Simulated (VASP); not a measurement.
# Nb (Fm-3m) in VASP: a series of runs, part 2 of 2

VASP 6.6.1. Earlier steps stand in the parts before.

## 5. Single point, LDA

This run uses another cell than the first one, of 18.92 Å³/atom, 1.064 times its volume.

The input, INCAR:

```
SYSTEM = Nb
ALGO = Fast
EDIFF = 1E-6
ENCUT = 520
ISIF = 2
ISMEAR = -1
LASPH = .True.
LCHARG = .False.
LREAL = .False.
LWAVE = .False.
NBANDS = 12
NELM = 80
PREC = Accurate
SIGMA = 0.05
```

The input, KPOINTS:

```
k-points
0
Gamma
  11 11 11
  0 0 0
```

The input, POSCAR:

```
Nb
1.0
    0.0000000000      2.1150000000      2.1150000000
    2.1150000000      0.0000000000      2.1150000000
    2.1150000000      2.1150000000      0.0000000000
Nb
1
Direct
    0.0000000000      0.0000000000      0.0000000000
```

Potentials or basis: VASP PAW LDA potentials, release 64 (Nb_sv).

On the command line:

```
cat potpaw_LDA.64/Nb_sv/POTCAR > POTCAR
mpirun -np 1 vasp_std > vasp.out
```

OUTCAR:

```text
SYSTEM = Nb
   EDIFF = 1E-6
   ENCUT = 520
   ISIF = 2
   ISMEAR = -1
   LASPH = .True.
   LREAL = .False.
   NELM = 80
   PREC = Accurate

 ion  position               nearest neighbor table
   1  0.000  0.000  0.000-

  LATTYP: Found a face centered cubic cell.
 ALAT       =     4.2300000000

  Lattice vectors:

 A1 = (   0.0000000000,   2.1150000000,   2.1150000000)
 A2 = (   2.1150000000,   0.0000000000,   2.1150000000)
 A3 = (   2.1150000000,   2.1150000000,   0.0000000000)

Analysis of symmetry for initial positions (statically):
=====================================================================
 Subroutine PRICEL returns:
 Original cell was already a primitive cell.

 Routine SETGRP: Setting up the symmetry group for a
 face centered cubic supercell.

 Subroutine GETGRP returns: Found 48 space group operations
 (whereof 48 operations were pure point group operations)
 out of a pool of 48 trial point group operations.

The static configuration has the point symmetry O_h .

Analysis of symmetry for dynamics (positions and initial velocities):
=====================================================================
 Subroutine PRICEL returns:
 Original cell was already a primitive cell.

 Routine SETGRP: Setting up the symmetry group for a
 face centered cubic supercell.

 Subroutine GETGRP returns: Found 48 space group operations
 (whereof 48 operations were pure point group operations)
 out of a pool of 48 trial point group operations.

The dynamic configuration has the point symmetry O_h .

 Subroutine INISYM returns: Found 48 space group operations
 (whereof 48 operations are pure point group operations),
 and found     1 'primitive' translations

----------------------------------------------------------------------------------------

                                     Primitive cell

  volume of cell :      18.9217

  direct lattice vectors                    reciprocal lattice vectors
     0.000000000  2.115000000  2.115000000    -0.236406619  0.236406619  0.236406619
     2.115000000  0.000000000  2.115000000     0.236406619 -0.236406619  0.236406619
     2.115000000  2.115000000  0.000000000     0.236406619  0.236406619 -0.236406619

  length of vectors
[... 113 lines left out ...]
  energy-cutoff  :      520.00
  volume of cell :       18.92
 maximum number of plane-waves:       532
   NGX = 11   NGY = 11   NGZ = 11

 number of electron      13.0000001 magnetization

 Free energy of the ion-electron system (eV)
  ---------------------------------------------------
  ext. energy  EPLUGINS =         0.00000000
  ---------------------------------------------------
  free energy    TOTEN  =       -10.85706413 eV

  energy without entropy =      -10.84520456  energy(sigma->0) =      -10.85113435

 E-fermi :  10.6738     XC(G=0): -12.4645

 val. band max:       10.6394949521   @ k =   0.3636   0.2727   0.0909
 cond. band min:      10.6795202964   @ k =  -0.1818   0.1818   0.0000
 fundamental gap:      0.0400253443
 Fermi energy:        10.6737651647

 k-point     1 :       0.0000    0.0000    0.0000
  band No.  band energies     occupation
      1     -43.8201      2.00000
      2     -19.3784      2.00000
      3     -19.3784      2.00000
      4     -19.3784      2.00000
      5       4.4773      2.00000
      6      10.7516      0.34828
      7      10.7516      0.34828
      8      10.7516      0.34828
      9      13.2972      0.00000
     10      13.2972      0.00000
     11      22.5224      0.00000
     12      27.1942      0.00000
[... 331 lines left out ...]
 k-point    24 :      -0.1818    0.1818    0.0000
  band No.  band energies     occupation
      1     -43.6935      2.00000
      2     -20.0375      2.00000
      3     -19.6534      2.00000
      4     -19.4547      2.00000
      5       7.0613      2.00000
      6       9.4695      2.00000
      7      10.6795      0.94251
      8      11.9894      0.00000
      9      12.0485      0.00000
     10      14.9517      0.00000
     11      23.9830      0.00000
     12      26.5687      0.00000

 [... further k-points ...]

------------------------ aborting loop because EDIFF is reached ----------------------------------------

  FORCE on cell =-STRESS in cart. coord.  units (eV):
  Direction    XX          YY          ZZ          XY          YZ          ZX
  --------------------------------------------------------------------------------------
  -------------------------------------------------------------------------------------
  Total       -1.3144104     -1.3144104     -1.3144104      0.0000000      0.0000000     -0.0000000
  in kB     -111.2962305   -111.2962305   -111.2962305      0.0000000      0.0000000     -0.0000000
  external PRESSURE =    -111.2962305 kB  Pullay stress =       0.0000000 kB

 VOLUME and BASIS-vectors are now :
 -----------------------------------------------------------------------------
  energy-cutoff  :      520.00
  volume of cell :       18.92
      direct lattice vectors                 reciprocal lattice vectors
     0.000000000  2.115000000  2.115000000    -0.236406619  0.236406619  0.236406619
     2.115000000  0.000000000  2.115000000     0.236406619 -0.236406619  0.236406619
     2.115000000  2.115000000  0.000000000     0.236406619  0.236406619 -0.236406619

 POSITION                                       TOTAL-FORCE (eV/Angst)
 -----------------------------------------------------------------------------------
      0.00000      0.00000      0.00000        -0.000000     -0.000000     -0.000000
 -----------------------------------------------------------------------------------
    total drift:                               -0.000000      0.000000      0.000000

  FREE ENERGIE OF THE ION-ELECTRON SYSTEM (eV)
  ---------------------------------------------------
  free  energy   TOTEN  =       -10.8570641338 eV

  energy  without entropy=      -10.8452045582  energy(sigma->0) =      -10.85113435
```

OSZICAR:

```text
N       E                     dE             d eps       ncg     rms          rms(c)
DAV:   1     0.122564388687E+03    0.12256E+03   -0.71595E+03  1344   0.108E+03
DAV:   2    -0.564214003438E+01   -0.12821E+03   -0.12333E+03  1472   0.405E+02
DAV:   3    -0.110408476074E+02   -0.53987E+01   -0.51514E+01  2016   0.741E+01
[... 14 lines left out ...]
RMM:  18    -0.108570552111E+02   -0.45716E-05   -0.54671E-05  1784   0.504E-02    0.300E-02
RMM:  19    -0.108570607476E+02   -0.55365E-05   -0.45123E-05  2081   0.735E-02    0.835E-03
RMM:  20    -0.108570623197E+02   -0.15721E-05   -0.21535E-05  1410   0.347E-02    0.473E-03
RMM:  21    -0.108570633251E+02   -0.10054E-05   -0.10181E-05  1251   0.140E-02    0.289E-03
RMM:  22    -0.108570641338E+02   -0.80868E-06   -0.85005E-06  1219   0.108E-02
   1 F= -.10857064E+02 E0= -.10851134E+02  d E =-.118596E-01
```

Wall time 44 s (1 thread of AMD EPYC 7R13, shared host); peak memory 0.1 GiB.

What came out:

```
Free energy : -10.8571 eV
Pressure    : -11.1 GPa
```

Levels at points of the mesh, in eV from the Fermi level:
| k point | band 4 | band 5 | band 6 | band 7 | band 8 | band 9 |
| --- | --- | --- | --- | --- | --- | --- |
| (0.00, 0.00, 0.00) | -30.05 | -6.20 | 0.08 | 0.08 | 0.08 | 2.62 |

## 6. Single point, LDA

This run uses another cell than the first one, of 19.30 Å³/atom, 1.085 times its volume.

The input, INCAR:

```
PREC = Accurate
ENCUT = 520
EDIFF = 1E-6
ISMEAR = -1
SIGMA = 0.05
LREAL = F
LASPH = T
NELM = 60
ALGO = Normal
ISIF = 2
LWAVE = F
LCHARG = F
GGA = CA
NBANDS = 12
```

The input, KPOINTS:

```
regular mesh
0
Gamma
  11 11 11
```

The input, POSCAR:

```
Nb
1.0
    0.0000000000      2.1290070307      2.1290070307
    2.1290070307      0.0000000000      2.1290070307
    2.1290070307      2.1290070307      0.0000000000
Nb
1
Direct
    0.0000000000      0.0000000000      0.0000000000
```

Potentials or basis: VASP PAW LDA potentials, release 64 (Nb_sv).

On the command line:

```
cat potpaw_LDA.64/Nb_sv/POTCAR > POTCAR
mpirun -np 1 vasp_std > vasp.out
```

OUTCAR:

```text
PREC = Accurate
   ENCUT = 520
   EDIFF = 1E-6
   ISMEAR = -1
   LREAL = F
   LASPH = T
   NELM = 60
   ISIF = 2
   GGA = CA

 ion  position               nearest neighbor table
   1  0.000  0.000  0.000-

  LATTYP: Found a face centered cubic cell.
 ALAT       =     4.2580140614

  Lattice vectors:

 A1 = (   0.0000000000,   2.1290070307,   2.1290070307)
 A2 = (   2.1290070307,   0.0000000000,   2.1290070307)
 A3 = (   2.1290070307,   2.1290070307,   0.0000000000)

Analysis of symmetry for initial positions (statically):
=====================================================================
 Subroutine PRICEL returns:
 Original cell was already a primitive cell.

 Routine SETGRP: Setting up the symmetry group for a
 face centered cubic supercell.

 Subroutine GETGRP returns: Found 48 space group operations
 (whereof 48 operations were pure point group operations)
 out of a pool of 48 trial point group operations.

The static configuration has the point symmetry O_h .

Analysis of symmetry for dynamics (positions and initial velocities):
=====================================================================
 Subroutine PRICEL returns:
[... 168 lines left out ...]
      6      10.4915      0.30314
      7      10.4915      0.30314
      8      10.4915      0.30314
      9      12.9660      0.00000
     10      12.9660      0.00000
     11      22.2278      0.00000
     12      26.8130      0.00000
[... 331 lines left out ...]
 k-point    24 :      -0.1818    0.1818    0.0000
  band No.  band energies     occupation
      1     -43.9979      2.00000
      2     -20.3257      2.00000
      3     -19.9658      2.00000
      4     -19.7799      2.00000
      5       6.7981      2.00000
      6       9.2365      2.00000
      7      10.4230      0.82551
      8      11.7008      0.00000
      9      11.7575      0.00000
     10      14.5724      0.00000
     11      23.5650      0.00000
     12      26.1004      0.00000

 [... further k-points ...]

------------------------ aborting loop because EDIFF is reached ----------------------------------------

  FORCE on cell =-STRESS in cart. coord.  units (eV):
  Direction    XX          YY          ZZ          XY          YZ          ZX
  --------------------------------------------------------------------------------------
  -------------------------------------------------------------------------------------
  Total       -1.6660425     -1.6660425     -1.6660425      0.0000000     -0.0000000      0.0000000
  in kB     -138.3041987   -138.3041987   -138.3041987      0.0000000     -0.0000000      0.0000000
  external PRESSURE =    -138.3041987 kB  Pullay stress =       0.0000000 kB

 VOLUME and BASIS-vectors are now :
 -----------------------------------------------------------------------------
  energy-cutoff  :      520.00
  volume of cell :       19.30
      direct lattice vectors                 reciprocal lattice vectors
     0.000000000  2.129007031  2.129007031    -0.234851268  0.234851268  0.234851268
     2.129007031  0.000000000  2.129007031     0.234851268 -0.234851268  0.234851268
     2.129007031  2.129007031  0.000000000     0.234851268  0.234851268 -0.234851268

 POSITION                                       TOTAL-FORCE (eV/Angst)
 -----------------------------------------------------------------------------------
      0.00000      0.00000      0.00000        -0.000000     -0.000000      0.000000
 -----------------------------------------------------------------------------------
    total drift:                               -0.000000     -0.000000     -0.000000

  FREE ENERGIE OF THE ION-ELECTRON SYSTEM (eV)
  ---------------------------------------------------
  free  energy   TOTEN  =       -10.8278253463 eV

  energy  without entropy=      -10.8156199753  energy(sigma->0) =      -10.82172266
```

It took 30 s on 1 thread of AMD EPYC 7R13, shared host; peak memory 0.1 GiB.

Results:

```yaml
Free_energy: -10.8278 eV
Pressure: -13.8 GPa
```

## 7. Summary

| cell | gap on the mesh (eV) | pressure (GPa) |
| --- | --- | --- |
| a = 2.930 Å, angles 60.0°, 1 atom | none | -1.2 |
| a = 2.951 Å, angles 60.0°, 1 atom | none | -4.8 |
| a = 2.971 Å, angles 60.0°, 1 atom | none | -8.1 |
| a = 2.991 Å, angles 60.0°, 1 atom | none | -11.1 |
| a = 3.011 Å, angles 60.0°, 1 atom | none | -13.8 |

Alike in all rows: task single point; level LDA; potentials or basis VASP PAW LDA potentials, release 64 (Nb_sv); no spin polarisation; k mesh 11 × 11 × 11; cutoff (eV) 520; smearing fermi-dirac 0.05 eV.

Absolute energies hang on the potentials; compare differences alone.
